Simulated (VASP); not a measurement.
Input of a VASP 6.6.1 run:

INCAR

```
SYSTEM = BP
PREC = Accurate
ENCUT = 520
EDIFF = 1E-7
ISMEAR = 0
SIGMA = 0.02
LREAL = .False.
LASPH = .True.
NELM = 60
ALGO = Normal
ISIF = 2
LWAVE = .False.
LCHARG = .False.
GGA = PE
NBANDS = 11
```

KPOINTS

```
regular mesh
0
Gamma
  10 10 10
  0 0 0
```

File POSCAR:

```
BP
1.0
    0.0000000000      2.2741350292      2.2741350292
    2.2741350292      0.0000000000      2.2741350292
    2.2741350292      2.2741350292      0.0000000000
B P
1 1
Direct
    0.0000000000      0.0000000000      0.0000000000
    0.7500000000      0.7500000000      0.7500000000
```

Potentials or basis: VASP PAW PBE potentials, release 64 (B, P).

Command:

```sh
$ cat potpaw_PBE.64/B/POTCAR potpaw_PBE.64/P/POTCAR > POTCAR
$ mpirun -np 1 vasp_std > vasp.out
```

(1) Predict the band gap on the k mesh.

(2) What does it give for the pressure?

Results:

(1) 1.25 eV, indirect (least direct gap 3.39 eV).

(2) -0.2 GPa.
